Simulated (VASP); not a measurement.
# In2C (Fm-3m) in VASP: notebook, part 2 of 2

VASP 6.6.1. The steps go on from the part before.

### 4 Relaxation of cell and atoms, PBE

This run uses another cell than the first one, of 19.57 Å³/atom.

INCAR

```
SYSTEM = In2C
  ALGO = Normal
  EDIFF = 1E-6
  EDIFFG = -0.04
  ENCUT = 600
  GGA = PE
  IBRION = 2
  ISIF = 3
  ISMEAR = 0
  LASPH = .True.
  LCHARG = .False.
  LREAL = .False.
  LWAVE = .False.
  NELM = 80
  NSW = 90
  PREC = Accurate
  SIGMA = 0.1
```

KPOINTS

```
k-points
0
Gamma
  6 6 6
  0 0 0
```

POSCAR

```
In2C
1.0
    0.0000000000      3.0846020111      3.0846020111
    3.0846020111      0.0000000000      3.0846020111
    3.0846020111      3.0846020111      0.0000000000
In C
2 1
Direct
    0.2500000000      0.2500000000      0.2500000000
    0.7500000000      0.7500000000      0.7500000000
    0.0000000000      0.0000000000      0.0000000000
```

Potentials or basis: VASP PAW PBE potentials, release 64 (In_d, C).

On the command line:

```bash
$ cat potpaw_PBE.64/In_d/POTCAR potpaw_PBE.64/C/POTCAR > POTCAR
$ mpirun -np 1 vasp_std > vasp.out
```

OUTCAR:

```text
SYSTEM = In2C
   EDIFF = 1E-6
   EDIFFG = -0.04
   ENCUT = 600
   GGA = PE
   IBRION = 2
   ISIF = 3
   ISMEAR = 0
   LASPH = .True.
   LREAL = .False.
   NELM = 80
   NSW = 90
   PREC = Accurate

 ion  position               nearest neighbor table
   1  0.250  0.250  0.250-   3 2.67   3 2.67   3 2.67   3 2.67   2 3.08   2 3.08   2 3.08   2 3.08
                             2 3.08   2 3.08
   2  0.750  0.750  0.750-   3 2.67   3 2.67   3 2.67   3 2.67   1 3.08   1 3.08   1 3.08   1 3.08
                             1 3.08   1 3.08
   3  0.000  0.000  0.000-   1 2.67   2 2.67   2 2.67   2 2.67   2 2.67   1 2.67   1 2.67   1 2.67

  LATTYP: Found a face centered cubic cell.
 ALAT       =     6.1692040222

  Lattice vectors:

 A1 = (   0.0000000000,   3.0846020111,   3.0846020111)
 A2 = (   3.0846020111,   0.0000000000,   3.0846020111)
 A3 = (   3.0846020111,   3.0846020111,   0.0000000000)

Analysis of symmetry for initial positions (statically):
=====================================================================
 Subroutine PRICEL returns:
 Original cell was already a primitive cell.

 Routine SETGRP: Setting up the symmetry group for a
 face centered cubic supercell.

 Subroutine GETGRP returns: Found 48 space group operations
 (whereof 48 operations were pure point group operations)
 out of a pool of 48 trial point group operations.

The static configuration has the point symmetry O_h .

Analysis of symmetry for dynamics (positions and initial velocities):
=====================================================================
 Subroutine PRICEL returns:
 Original cell was already a primitive cell.

 Routine SETGRP: Setting up the symmetry group for a
 face centered cubic supercell.

 Subroutine GETGRP returns: Found 48 space group operations
 (whereof 48 operations were pure point group operations)
 out of a pool of 48 trial point group operations.

[... 166 lines left out ...]
      4.62690      4.62690      4.62690         0.000000      0.000000      0.000000
      0.00000      0.00000      0.00000        -0.000000      0.000000     -0.000000
 -----------------------------------------------------------------------------------
    total drift:                                0.000000      0.000000      0.000000

  FREE ENERGIE OF THE ION-ELECTRON SYSTEM (eV)
  ---------------------------------------------------
  free  energy   TOTEN  =       -10.4703382736 eV

  energy  without entropy=      -10.4534872262  energy(sigma->0) =      -10.46191275

--------------------------------------- Ionic step        2  -------------------------------------------

 number of electron      29.9999995 magnetization

 Free energy of the ion-electron system (eV)
  ---------------------------------------------------
  ext. energy  EPLUGINS =         0.00000000
  ---------------------------------------------------
  free energy    TOTEN  =       -10.47271890 eV

  energy without entropy =      -10.45652168  energy(sigma->0) =      -10.46462029

 E-fermi :   7.5566     XC(G=0): -10.4604

 val. band max:        7.5066641157   @ k =  -0.3333   0.3333   0.1667
 cond. band min:       7.5607904783   @ k =   0.5000   0.3333   0.1667
 fundamental gap:      0.0541263626
 Fermi energy:         7.5565628729

 k-point     1 :       0.0000    0.0000    0.0000
  band No.  band energies     occupation
      1      -7.6849      2.00000
      2      -7.6849      2.00000
      3      -7.4924      2.00000
      4      -7.4924      2.00000
      5      -7.4924      2.00000
      6      -7.0449      2.00000
[... 329 lines left out ...]
      6      -7.2121      2.00000
[... 11 lines left out ...]
     18      10.3470      0.00000
     19      12.4315      0.00000

------------------------ aborting loop because EDIFF is reached ----------------------------------------

  FORCE on cell =-STRESS in cart. coord.  units (eV):
  Direction    XX          YY          ZZ          XY          YZ          ZX
  --------------------------------------------------------------------------------------
  -------------------------------------------------------------------------------------
  Total       -0.0379452     -0.0379452     -0.0379452      0.0000000      0.0000000     -0.0000000
  in kB       -1.0188221     -1.0188221     -1.0188221      0.0000000      0.0000000     -0.0000000
  external PRESSURE =      -1.0188221 kB  Pullay stress =       0.0000000 kB

 VOLUME and BASIS-vectors are now :
 -----------------------------------------------------------------------------
  energy-cutoff  :      600.00
  volume of cell :       59.67
      direct lattice vectors                 reciprocal lattice vectors
    -0.000000000  3.101556711  3.101556711    -0.161209369  0.161209369  0.161209369
     3.101556711  0.000000000  3.101556711     0.161209369 -0.161209369  0.161209369
     3.101556711  3.101556711 -0.000000000     0.161209369  0.161209369 -0.161209369

 POSITION                                       TOTAL-FORCE (eV/Angst)
 -----------------------------------------------------------------------------------
      1.55078      1.55078      1.55078        -0.000000     -0.000000     -0.000000
      4.65234      4.65234      4.65234         0.000000      0.000000      0.000000
      3.10156      0.00000      3.10156         0.000000      0.000000      0.000000
 -----------------------------------------------------------------------------------
    total drift:                                0.000000      0.000000      0.000000

  FREE ENERGIE OF THE ION-ELECTRON SYSTEM (eV)
  ---------------------------------------------------
  free  energy   TOTEN  =       -10.4727188995 eV

  energy  without entropy=      -10.4565216835  energy(sigma->0) =      -10.46462029

 reached required accuracy - stopping structural energy minimisation
```

It took 41 s on 1 thread of AMD EPYC 7R43 (Zen 3), shared host; peak memory 0.18 GiB.

What came out:

```yaml
Free_energy: -10.4727 eV
Relaxed_volume: 19.89 Å³/atom
Relaxed_cell: a = 4.386 Å, b = 4.386 Å, c = 4.386 Å, α = 60.00°, β = 60.00°, γ = 60.00°
Space_group_after_relaxing_to_0.1_Å: Fm-3m (No. 225)
Energy_gained_by_relaxing: 0.8 meV/atom
Ionic_steps: 2
Pressure_after_relaxing: -0.1 GPa
Band_gap_on_the_k_mesh: zero (bands 15 and 16 overlap by 1.19 eV)
```

Step by step:
```csv
step,energy change (eV),largest force (eV/Å),pressure (GPa),volume (Å³)
1,0.0000,0.0000,0.93,58.70
2,-0.0024,0.0000,-0.10,59.67
```

Final structure:
```cif
data_structure
_symmetry_space_group_name_H-M 'P 1'
_symmetry_Int_Tables_number 1
_cell_length_a 4.3863
_cell_length_b 4.3863
_cell_length_c 4.3863
_cell_angle_alpha 60.000
_cell_angle_beta 60.000
_cell_angle_gamma 60.000
_cell_volume 59.67
loop_
_atom_site_label
_atom_site_type_symbol
_atom_site_fract_x
_atom_site_fract_y
_atom_site_fract_z
_atom_site_occupancy
In1 In 0.25000 0.25000 0.25000 1
In2 In 0.75000 0.75000 0.75000 1
C1 C 0.00000 0.00000 0.00000 1
```

Caveat: spin-orbit coupling is left out, which moves the levels of the heavy elements.

### 5 Single point, PBE

This run uses another cell than the first one, of 19.71 Å³/atom.

INCAR

```
SYSTEM = In2C
ALGO = Normal ; EDIFF = 1E-6
ENCUT = 520 ; GGA = PE
ISIF = 2 ; ISMEAR = 0
LASPH = .TRUE. ; LCHARG = .TRUE.
LELF = .TRUE. ; LREAL = .FALSE.
LVHAR = .TRUE. ; LWAVE = .FALSE.
NBANDS = 22 ; NELM = 60
PREC = Accurate ; SIGMA = 0.1
```

KPOINTS

```
k-points
0
G
  14 14 14
  0 0 0
```

POSCAR

```
In2C
1.0
    0.0000000000      3.0923289753      3.0923289753
    3.0923289753      0.0000000000      3.0923289753
    3.0923289753      3.0923289753      0.0000000000
In C
2 1
Direct
    0.2500000000      0.2500000000      0.2500000000
    0.7500000000      0.7500000000      0.7500000000
    0.0000000000      0.0000000000      0.0000000000
```

On the command line:

```bash
$ cat potpaw_PBE.64/In_d/POTCAR potpaw_PBE.64/C/POTCAR > POTCAR
$ mpirun -np 1 vasp_std > vasp.out
```

Run time: 2.2 min. Hardware: 1 thread of AMD EPYC 7R43 (Zen 3), shared host; peak memory 0.24 GiB.

Results (log left out):

* Free energy: -10.5589 eV
* Pressure: 0.0 GPa
* Band gap on the k mesh: zero (bands 15 and 16 overlap by 1.88 eV)

Levels at points of the mesh, in eV from the Fermi level:
```csv
k point,band 11,band 12,band 13,band 14,band 15,band 16,band 17,band 18,band 19,band 20
"(0.00, 0.00, 0.00)",-11.90,-3.73,-0.99,-0.99,-0.99,1.50,1.50,1.50,2.18,6.78
"(0.50, 0.00, 0.00)",-10.20,-7.08,-3.00,-1.82,-1.82,2.44,2.44,2.95,3.86,6.60
"(0.50, 0.50, 0.00)",-9.63,-6.71,-3.42,-3.42,-2.16,-0.96,3.10,4.75,4.75,8.31
```

Caveat: spin-orbit coupling is left out, which moves the levels of the heavy elements.

### 6 Relaxation of cell and atoms, PBE

INCAR

```
SYSTEM = In2C
PREC     = Accurate       ! precision mode
ENCUT    = 600            ! plane-wave cutoff, eV
EDIFF    = 1E-6           ! SCF threshold, eV
ISMEAR   = 0              ! smearing method
SIGMA    = 0.1            ! smearing width, eV
LREAL    = .False.        ! projectors in reciprocal space
LASPH    = .True.         ! aspherical terms in the spheres
NELM     = 80             ! most SCF steps
ALGO     = Normal         ! electronic algorithm
ISIF     = 3              ! what is computed and relaxed
LWAVE    = .False.        ! write WAVECAR
LCHARG   = .False.        ! write CHGCAR
GGA      = PE             ! functional
IBRION   = 2              ! ionic algorithm
NSW      = 100            ! ionic steps
EDIFFG   = -0.01          ! ionic threshold
```

KPOINTS

```
regular mesh
0
Gamma
  14 14 14
  0 0 0
```

POSCAR

```
In2C
1.0
    0.0000000000      3.0988606413      3.0988606413
    3.0988606413      0.0000000000      3.0988606413
    3.0988606413      3.0988606413      0.0000000000
In C
2 1
Direct
    0.2500000000      0.2500000000      0.2500000000
    0.7500000000      0.7500000000      0.7500000000
    0.0000000000      0.0000000000      0.0000000000
```

Potentials or basis: VASP PAW PBE potentials, release 64 (In_d, C).

On the command line:

```bash
$ cat potpaw_PBE.64/In_d/POTCAR potpaw_PBE.64/C/POTCAR > POTCAR
$ mpirun -np 1 vasp_std > vasp.out
```

OUTCAR:

```text
SYSTEM = In2C
   PREC = Accurate
   ENCUT = 600
   EDIFF = 1E-6
   ISMEAR = 0
   LREAL = .False.
   LASPH = .True.
   NELM = 80
   ISIF = 3
   GGA = PE
   IBRION = 2
   NSW = 100
   EDIFFG = -0.01

 ion  position               nearest neighbor table
   1  0.250  0.250  0.250-   3 2.68   3 2.68   3 2.68   3 2.68   2 3.10   2 3.10   2 3.10   2 3.10
                             2 3.10   2 3.10
   2  0.750  0.750  0.750-   3 2.68   3 2.68   3 2.68   3 2.68   1 3.10   1 3.10   1 3.10   1 3.10
                             1 3.10   1 3.10
   3  0.000  0.000  0.000-   2 2.68   2 2.68   2 2.68   1 2.68   2 2.68   1 2.68   1 2.68   1 2.68

  LATTYP: Found a face centered cubic cell.
 ALAT       =     6.1977212826

  Lattice vectors:

 A1 = (   0.0000000000,   3.0988606413,   3.0988606413)
 A2 = (   3.0988606413,   0.0000000000,   3.0988606413)
 A3 = (   3.0988606413,   3.0988606413,   0.0000000000)

Analysis of symmetry for initial positions (statically):
=====================================================================
 Subroutine PRICEL returns:
 Original cell was already a primitive cell.

 Routine SETGRP: Setting up the symmetry group for a
 face centered cubic supercell.

[... 176 lines left out ...]
  -------------------------------------------------------------------------------------
  Total       -0.1543140     -0.1543140     -0.1543140      0.0000000      0.0000000     -0.0000000
  in kB       -4.1541276     -4.1541276     -4.1541276      0.0000000      0.0000000     -0.0000000
  external PRESSURE =      -4.1541276 kB  Pullay stress =       0.0000000 kB
[... 61 lines left out ...]
--------------------------------------- Ionic step        3  -------------------------------------------

 number of electron      29.9999994 magnetization

 Free energy of the ion-electron system (eV)
  ---------------------------------------------------
  ext. energy  EPLUGINS =         0.00000000
  ---------------------------------------------------
  free energy    TOTEN  =       -10.55915952 eV

  energy without entropy =      -10.55276887  energy(sigma->0) =      -10.55596420

 E-fermi :   7.4115     XC(G=0): -10.5053

 val. band max:        7.4106350009   @ k =   0.4286   0.2857   0.1429
 cond. band min:       7.4404347742   @ k =  -0.3571   0.4286   0.1429
 fundamental gap:      0.0297997732
 Fermi energy:         7.4114807505

 k-point     1 :       0.0000    0.0000    0.0000
  band No.  band energies     occupation
      1      -7.6155      2.00000
      2      -7.6155      2.00000
      3      -7.4196      2.00000
      4      -7.4196      2.00000
      5      -7.4196      2.00000
      6      -6.9612      2.00000
[... 505 lines left out ...]
      6      -7.0550      2.00000
[... 11 lines left out ...]
     18      10.1757      0.00000
     19      11.4605      0.00000

 [... further k-points ...]

------------------------ aborting loop because EDIFF is reached ----------------------------------------

  FORCE on cell =-STRESS in cart. coord.  units (eV):
  Direction    XX          YY          ZZ          XY          YZ          ZX
  --------------------------------------------------------------------------------------
  -------------------------------------------------------------------------------------
  Total       -0.0001726     -0.0001726     -0.0001726      0.0000000      0.0000000      0.0000000
  in kB       -0.0046740     -0.0046740     -0.0046740      0.0000000      0.0000000      0.0000000
  external PRESSURE =      -0.0046740 kB  Pullay stress =       0.0000000 kB
[... 18 lines left out ...]
  FREE ENERGIE OF THE ION-ELECTRON SYSTEM (eV)
  ---------------------------------------------------
  free  energy   TOTEN  =       -10.5591595220 eV

  energy  without entropy=      -10.5527688736  energy(sigma->0) =      -10.55596420

 reached required accuracy - stopping structural energy minimisation
```

Wall time 4.4 min (1 thread of AMD EPYC 7R43 (Zen 3), shared host); peak memory 0.26 GiB.

What came out:

```yaml
Free_energy: -10.5592 eV
Relaxed_volume: 19.73 Å³/atom
Relaxed_cell: a = 4.374 Å, b = 4.374 Å, c = 4.374 Å, α = 60.00°, β = 60.00°, γ = 60.00°
Space_group_after_relaxing_to_0.1_Å: Fm-3m (No. 225)
Energy_gained_by_relaxing: 0.1 meV/atom
Ionic_steps: 3
Pressure_after_relaxing: 0.0 GPa
Band_gap_on_the_k_mesh: zero (bands 15 and 16 overlap by 1.88 eV)
```

Step by step:
| step | energy change (eV) | largest force (eV/Å) | pressure (GPa) | volume (Å³) |
| --- | --- | --- | --- | --- |
| 1 | 0.0000 | 0.0000 | -0.42 | 59.52 |
| 2 | -0.0004 | 0.0000 | 0.13 | 59.07 |
| 3 | -0.0004 | 0.0000 | 0.00 | 59.18 |

Final structure:
```cif
data_structure
_symmetry_space_group_name_H-M 'P 1'
_symmetry_Int_Tables_number 1
_cell_length_a 4.3741
_cell_length_b 4.3741
_cell_length_c 4.3741
_cell_angle_alpha 60.000
_cell_angle_beta 60.000
_cell_angle_gamma 60.000
_cell_volume 59.18
loop_
_atom_site_label
_atom_site_type_symbol
_atom_site_fract_x
_atom_site_fract_y
_atom_site_fract_z
_atom_site_occupancy
In1 In 0.25000 0.25000 0.25000 1
In2 In 0.75000 0.75000 0.75000 1
C1 C 0.00000 0.00000 0.00000 1
```

Caveat: spin-orbit coupling is left out, which moves the levels of the heavy elements.

### 7 Summary

| task | cell | k mesh | cutoff (eV) | gap on the mesh (eV) | pressure (GPa) | relaxed volume (Å³/atom) |
| --- | --- | --- | --- | --- | --- | --- |
| single point | a = 4.382 Å, angles 60.0°, 3 atoms | 6 × 6 × 6 | 520 | none | 0.0 | - |
| relaxation of cell and atoms | relaxed from a = 4.617 Å, angles 60.0°, 3 atoms | 4 × 4 × 4 | 600 | none | 0.1 | 19.52 |
| relaxation of cell and atoms | relaxed from a = 4.362 Å, angles 60.0°, 3 atoms | 6 × 6 × 6 | 600 | none | -0.1 | 19.89 |
| single point | a = 4.373 Å, angles 60.0°, 3 atoms | 14 × 14 × 14 | 520 | none | 0.0 | - |
| relaxation of cell and atoms | relaxed from a = 4.382 Å, angles 60.0°, 3 atoms | 14 × 14 × 14 | 600 | none | 0.0 | 19.73 |

Alike in all rows: level PBE; potentials or basis VASP PAW PBE potentials, release 64 (In_d, C); no spin polarisation; smearing gaussian 0.1 eV.

Caveats: some runs use coarse meshes; spin-orbit coupling is left out, which moves the levels of the heavy elements; the volume moved by over 15 % at a fixed basis, so the end points are rough (at least some runs).

Total energies depend on the potentials used, so only differences within one code and one set of settings carry meaning.
